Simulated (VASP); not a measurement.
# Rb (I4_1/amd) in VASP: relaxation of cell and atoms with PBE

Aim: the relaxation of cell and atoms of Rb with PBE.

Everything below comes from runs of VASP 6.6.1. Logs are shortened: lines on timing, memory, paths and dates and some standing lists are left out, and cuts for length are marked.

### 1 The cell of the first run

It takes space group I4_1/amd (No. 141, tetragonal). The conventional cell has a = 7.804 Å, b = 7.804 Å, c = 4.258 Å, α = 90.00°, β = 90.00°, γ = 90.00°. Within 5.3 Å of Rb (site symmetry -4m2) lie 10 Rb at 4.04 to 5.04 Å.

### 2 Relaxation of cell and atoms, PBE, target pressure 1.9 GPa, at which the enthalpy is minimised

The input, INCAR:

```
SYSTEM = Rb
PREC = Accurate ; ENCUT = 600
EDIFF = 1E-7 ; ISMEAR = -1
SIGMA = 0.08 ; LREAL = .FALSE.
LASPH = .TRUE. ; NELM = 80
ALGO = Normal ; ISIF = 3
LWAVE = .FALSE. ; LCHARG = .FALSE.
GGA = PE ; IBRION = 2
NSW = 32 ; EDIFFG = -0.005
PSTRESS = 19.0
```

The input, KPOINTS:

```
regular mesh
0
G
  10 10 10
  0 0 0
```

The input, POSCAR:

```
Rb
1.0
   -3.9018942628      3.9018942628      2.1290818311
    3.9018942628     -3.9018942628      2.1290818311
    3.9018942628      3.9018942628     -2.1290818311
Rb
2
Direct
   -0.3750000000     -0.1250000000     -0.2500000000
    0.3750000000      0.1250000000      0.2500000000
```

Potentials or basis: VASP PAW PBE potentials, release 64 (Rb_sv).

Run with:

```console
$ cat potpaw_PBE.64/Rb_sv/POTCAR > POTCAR
$ mpirun -np 1 vasp_std > vasp.out
```

OUTCAR:

```text
SYSTEM = Rb
   PREC = Accurate
   ENCUT = 600
   EDIFF = 1E-7
   ISMEAR = -1
   LREAL = .FALSE.
   LASPH = .TRUE.
   NELM = 80
   ISIF = 3
   GGA = PE
   IBRION = 2
   NSW = 32
   EDIFFG = -0.005
   PSTRESS = 19.0

 ion  position               nearest neighbor table
   1  0.625  0.875  0.750-   2 4.04   2 4.04   2 4.04   2 4.04   2 5.04   2 5.04   2 5.04   2 5.04

   2  0.375  0.125  0.250-   1 4.04   1 4.04   1 4.04   1 4.04   1 5.04   1 5.04   1 5.04   1 5.04

  LATTYP: Found a body centered tetragonal cell.
 ALAT       =     7.8037885256
 C/A-ratio  =     0.5456533898

  Lattice vectors:

 A1 = (  -3.9018942628,   3.9018942628,   2.1290818311)
 A2 = (   3.9018942628,  -3.9018942628,   2.1290818311)
 A3 = (   3.9018942628,   3.9018942628,  -2.1290818311)

Analysis of symmetry for initial positions (statically):
=====================================================================
 Subroutine PRICEL returns:
 Original cell was already a primitive cell.

 Routine SETGRP: Setting up the symmetry group for a
 body centered tetragonal supercell.

 Subroutine GETGRP returns: Found 16 space group operations
 (whereof  4 operations were pure point group operations)
 out of a pool of 16 trial point group operations.

The static configuration has the point symmetry C_2h.
 The point group associated with its full space group is D_4h.

Analysis of symmetry for dynamics (positions and initial velocities):
=====================================================================
 Subroutine PRICEL returns:
 Original cell was already a primitive cell.

 Routine SETGRP: Setting up the symmetry group for a
 body centered tetragonal supercell.

 Subroutine GETGRP returns: Found 16 space group operations
 (whereof  4 operations were pure point group operations)
 out of a pool of 16 trial point group operations.

The dynamic configuration has the point symmetry C_2h.
 The point group associated with its full space group is D_4h.

 Subroutine INISYM returns: Found 16 space group operations
 (whereof  4 operations are pure point group operations),
 and found     1 'primitive' translations

----------------------------------------------------------------------------------------

                                     Primitive cell

  volume of cell :     129.6592

  direct lattice vectors                    reciprocal lattice vectors
    -3.901894263  3.901894263  2.129081831     0.000000000  0.128142888  0.234843017
     3.901894263 -3.901894263  2.129081831     0.128142888  0.000000000  0.234843017
     3.901894263  3.901894263 -2.129081831     0.128142888  0.128142888  0.000000000

  length of vectors
     5.914604562  5.914604562  5.914604562     0.267529143  0.267529143  0.181221410

  position of ions in fractional coordinates (direct lattice)
     0.625000000  0.875000000  0.750000000
     0.375000000  0.125000000  0.250000000

  ion indices of the primitive-cell ions
   primitive index   ion index
                 1           1
                 2           2

----------------------------------------------------------------------------------------

 KPOINTS: regular mesh

Automatic generation of k-mesh.
 Grid dimensions read from file:
 generate k-points for:   10   10   10

 Generating k-lattice:

  Cartesian coordinates                     Fractional coordinates (reciprocal lattice)
     0.000000000  0.012814289  0.023484302     0.100000000  0.000000000 -0.000000000
     0.012814289  0.000000000  0.023484302     0.000000000  0.100000000 -0.000000000
     0.012814289  0.012814289  0.000000000     0.000000000  0.000000000  0.100000000

  Length of vectors
     0.026752914  0.026752914  0.018122141

  Shift w.r.t. Gamma in fractional coordinates (k-lattice)
     0.000000000  0.000000000  0.000000000

 Subroutine IBZKPT returns following result:
 ===========================================

 Found    102 irreducible k-points:

 Following reciprocal coordinates:
            Coordinates               Weight
  0.000000  0.000000  0.000000      1.000000
  0.100000  0.000000  0.000000      8.000000
  0.200000  0.000000  0.000000      8.000000
  0.300000 -0.000000  0.000000      8.000000
  0.400000 -0.000000  0.000000      8.000000
  0.500000  0.000000 -0.000000      4.000000
[... 16 lines left out ...]
  0.300000  0.300000  0.000000      8.000000
  0.400000  0.300000  0.000000     16.000000
 [... further k-points ...]
   k-points           NKPTS =    102   k-points in BZ     NKDIM =    102   number of bands    NBANDS=     13
   number of dos      NEDOS =    301   number of ions     NIONS =      2
   total plane-waves  NPLWV = 110592
   dimension x,y,z NGX =    48 NGY =   48 NGZ =   48
   dimension x,y,z NGXF=    96 NGYF=   96 NGZF=   96
   ions per type =               2
   NGX,Y,Z   is equivalent  to a cutoff of  13.49, 13.49, 13.49 a.u.
   NGXF,Y,Z  is equivalent  to a cutoff of  26.98, 26.98, 26.98 a.u.
 SYSTEM =  Rb
   PREC   = accura    normal or accurate (medium, high low for compatibility)
   ISTART =      0    job   : 0-new  1-cont  2-samecut
   ICHARG =      2    charge: 1-file 2-atom 10-const
   ISPIN  =      1    spin polarized calculation?
   LNONCOLLINEAR =      F non collinear calculations
   LSORBIT =      F    spin-orbit coupling
   LASPH  =      T    aspherical Exc in radial PAW
   ENCUT  =  600.0 eV  44.10 Ry    6.64 a.u.  11.81 11.81 11.81*2*pi/ulx,y,z
   NELM   =     80;   NELMIN=  2; NELMDL= -5     # of ELM steps
   EDIFF  = 0.1E-06   stopping-criterion for ELM
   LREAL  =      F    real-space projection
   EDIFFG = -.5E-02   stopping-criterion for IOM
   NSW    =     32    number of steps for IOM
   IBRION =      2    ionic relax: 0-MD 1-quasi-New 2-CG
   NFREE  =      1    steps in history (QN), initial steepest desc. (CG)
   ISIF   =      3    stress and relaxation
   ISYM   =      2    0-nonsym 1-usesym 2-fastsym
   POTIM  = 0.5000    time-step for ionic-motion
   TEBEG  =    0.0;   TEEND  =   0.0 temperature during run
   PSTRESS=   19.0 pullay stress
   NELECT =      18.0000    total number of electrons
   NUPDOWN=      -1.0000    fix difference up-down
   EMIN   =  10.00;   EMAX   =-10.00  energy-range for DOS
   EFERMI =   0.00;   METHOD = LEGACY
   ISMEAR =    -1;   SIGMA  =   0.08  broadening in eV -4-tet -1-fermi 0-gaus
   EFERMI_NEDOS =   21; number of points for ismear=-14 and -15
   IALGO  =     38    algorithm
   IMIX   =      4    mixing-type and parameters
     AMIX     =   0.40;   BMIX     =  1.00
     AMIX_MAG =   1.60;   BMIX_MAG =  1.00
  volume/ion in A,a.u.               =      64.83       437.49
  Fermi-wavevector in a.u.,A,eV,Ry     =   0.847679  1.601880  9.776589  0.718559
  Thomas-Fermi vector in A             =   1.963222
   LORBIT       =      0    0 simple, 1 ext, 2 COOP (PROOUT), +10 PAW based schemes
   GGA     = PE    functional components
   LHFCALC =     F    Hartree Fock is set to
   AEXX    =    0.0000 exact exchange contribution
   IVDW    =     0    specifies the selected vdW correction
   LEPSILON=     F    determine dielectric tensor
   LRPA    =     F    only Hartree local field effects (RPA)
 conjugate gradient relaxation of ions
 non-spin polarized calculation
  energy-cutoff  :      600.00
  volume of cell :      129.66
 maximum number of plane-waves:      4364
   NGX = 23   NGY = 23   NGZ = 23

--------------------------------------- Ionic step        1  -------------------------------------------

 number of electron      18.0000000 magnetization

 Free energy of the ion-electron system (eV)
  ---------------------------------------------------
  ext. energy  EPLUGINS =         0.00000000
  ---------------------------------------------------
  free energy    TOTEN  =        -1.50682049 eV

  energy without entropy =       -1.46792400  energy(sigma->0) =       -1.48737224

------------------------ aborting loop because EDIFF is reached ----------------------------------------

  FORCE on cell =-STRESS in cart. coord.  units (eV):
  Direction    XX          YY          ZZ          XY          YZ          ZX
  --------------------------------------------------------------------------------------
  -------------------------------------------------------------------------------------
  Total        1.5478294      1.5478294      1.5405021     -0.0000000     -0.0000000      0.0000000
  in kB       19.1262720     19.1262720     19.0357306     -0.0000000     -0.0000000      0.0000000
  external PRESSURE =       0.0960915 kB  Pullay stress =      19.0000000 kB

 VOLUME and BASIS-vectors are now :
 -----------------------------------------------------------------------------
  energy-cutoff  :      600.00
  volume of cell :      129.66
      direct lattice vectors                 reciprocal lattice vectors
    -3.901894263  3.901894263  2.129081831     0.000000000  0.128142888  0.234843017
     3.901894263 -3.901894263  2.129081831     0.128142888  0.000000000  0.234843017
     3.901894263  3.901894263 -2.129081831     0.128142888  0.128142888  0.000000000

 POSITION                                       TOTAL-FORCE (eV/Angst)
 -----------------------------------------------------------------------------------
      3.90189      1.95095      1.59681        -0.000000     -0.000000     -0.000000
     -0.00000      1.95095      0.53227         0.000000      0.000000      0.000000
 -----------------------------------------------------------------------------------
    total drift:                                0.000000     -0.000000      0.000000

  FREE ENERGIE OF THE ION-ELECTRON SYSTEM (eV)
  ---------------------------------------------------
  free  energy   TOTEN  =        -1.5068204865 eV

  energy  without entropy=       -1.4679239956  energy(sigma->0) =       -1.48737224

  enthalpy is  TOTEN    =         0.0307900853 eV   P V=        1.5376105718

--------------------------------------- Ionic step        2  -------------------------------------------

 number of electron      18.0000000 magnetization

 Free energy of the ion-electron system (eV)
  ---------------------------------------------------
  ext. energy  EPLUGINS =         0.00000000
  ---------------------------------------------------
  free energy    TOTEN  =        -1.50769009 eV

  energy without entropy =       -1.46880143  energy(sigma->0) =       -1.48824576

 E-fermi :   0.9656     XC(G=0):  -6.3548

 val. band max:        0.9526851432   @ k =  -0.4000   0.4000   0.3000
 cond. band min:       0.9668597711   @ k =   0.4000   0.3000   0.1000
 fundamental gap:      0.0141746279
 Fermi energy:         0.9655673249

 k-point     1 :       0.0000    0.0000    0.0000
  band No.  band energies     occupation
      1     -28.0155      2.00000
      2     -27.9663      2.00000
      3     -12.2704      2.00000
      4     -12.2704      2.00000
      5     -11.9710      2.00000
      6     -11.9671      2.00000
      7     -11.9478      2.00000
      8     -11.9478      2.00000
      9      -1.4908      2.00000
     10       1.4196      0.00684
     11       2.8756      0.00000
     12       3.5665      0.00000
     13       4.1313      0.00000

 k-point     2 :       0.1000    0.0000    0.0000
  band No.  band energies     occupation
      1     -28.0132      2.00000
      2     -27.9661      2.00000
      3     -12.2681      2.00000
      4     -12.2589      2.00000
      5     -11.9983      2.00000
      6     -11.9932      2.00000
      7     -11.9521      2.00000
      8     -11.9460      2.00000
      9      -1.3402      2.00000
     10       1.4967      0.00261
     11       2.9423      0.00000
[... 339 lines left out ...]
 k-point    24 :       0.4000    0.3000    0.0000
  band No.  band energies     occupation
      1     -27.9875      2.00000
      2     -27.9774      2.00000
      3     -12.2440      2.00000
      4     -12.1875      2.00000
      5     -12.1577      2.00000
      6     -12.0894      2.00000
      7     -12.0179      2.00000
      8     -11.9741      2.00000
      9       0.6461      1.96377
     10       1.0524      0.50517
     11       2.4518      0.00000
     12       2.8666      0.00000
     13       3.8375      0.00000

 [... further k-points ...]

------------------------ aborting loop because EDIFF is reached ----------------------------------------

  FORCE on cell =-STRESS in cart. coord.  units (eV):
  Direction    XX          YY          ZZ          XY          YZ          ZX
  --------------------------------------------------------------------------------------
  -------------------------------------------------------------------------------------
  Total        1.5444666      1.5444666      1.5383512      0.0000000      0.0000000     -0.0000000
  in kB       19.0739841     19.0739841     18.9984589      0.0000000      0.0000000     -0.0000000
  external PRESSURE =       0.0488090 kB  Pullay stress =      19.0000000 kB

 VOLUME and BASIS-vectors are now :
 -----------------------------------------------------------------------------
  energy-cutoff  :      600.00
  volume of cell :      129.73
      direct lattice vectors                 reciprocal lattice vectors
    -3.902856044  3.902856044  2.129230331     0.000000000  0.128111310  0.234826638
     3.902856044 -3.902856044  2.129230331     0.128111310  0.000000000  0.234826638
     3.902856044  3.902856044 -2.129230331     0.128111310  0.128111310  0.000000000

 POSITION                                       TOTAL-FORCE (eV/Angst)
 -----------------------------------------------------------------------------------
      3.90286      1.95143      1.59692        -0.000000      0.000000     -0.000000
      0.00000      1.95143      0.53231         0.000000     -0.000000      0.000000
 -----------------------------------------------------------------------------------
    total drift:                                0.000000     -0.000000      0.000000

  FREE ENERGIE OF THE ION-ELECTRON SYSTEM (eV)
  ---------------------------------------------------
  free  energy   TOTEN  =        -1.5076900894 eV

  energy  without entropy=       -1.4688014345  energy(sigma->0) =       -1.48824576

  enthalpy is  TOTEN    =         0.0307858889 eV   P V=        1.5384759783

 reached required accuracy - stopping structural energy minimisation
```

Wall time 7 min (1 thread of Intel Xeon 8259CL, shared host); peak memory 0.42 GiB.

Results:

| Quantity | Value |
| --- | --- |
| Free energy | -1.5077 eV |
| Relaxed volume | 64.87 Å³/atom |
| Relaxed cell | a = 5.916 Å, b = 5.916 Å, c = 5.916 Å, α = 97.44°, β = 97.44°, γ = 137.81° |
| Space group after relaxing (to 0.1 Å) | I4_1/amd (No. 141) |
| Energy change on relaxing (the run minimises the enthalpy) | -0.4 meV/atom |
| Ionic steps | 2 |
| Pressure after relaxing | 1.9 GPa |
| Band gap on the k mesh | zero (bands 9 and 10 overlap by 1.68 eV) |

The path:
| step | energy change (eV) | largest force (eV/Å) | pressure (GPa) | volume (Å³) |
| --- | --- | --- | --- | --- |
| 1 | 0.0000 | 0.0000 | 1.91 | 129.66 |
| 2 | -0.0009 | 0.0000 | 1.90 | 129.73 |

Final structure:
```
Rb
1.0
    -3.90286    3.90286    2.12923
     3.90286   -3.90286    2.12923
     3.90286    3.90286   -2.12923
Rb
2
Direct
  0.62500 0.87500 0.75000
  0.37500 0.12500 0.25000
```

Levels at points of the mesh, in eV from the Fermi level:
```
           k point  band 6  band 7  band 8  band 9  band 10  band 11  band 12  band 13
(0.00, 0.00, 0.00)  -12.93  -12.91  -12.91   -2.46     0.45     1.91     2.60     3.17
(0.50, 0.00, 0.00)  -13.04  -13.01  -12.90    0.10     0.67     0.82     2.24     2.65
(0.50, 0.50, 0.00)  -13.10  -12.92  -12.92   -0.94    -0.94     2.23     2.23     2.83
(0.50, 0.50, 0.50)  -12.94  -12.87  -12.87   -0.08    -0.08     0.60     0.60     3.15
```

Caveat: the cell is relaxed towards a set pressure, so the run minimises the enthalpy, not the energy.
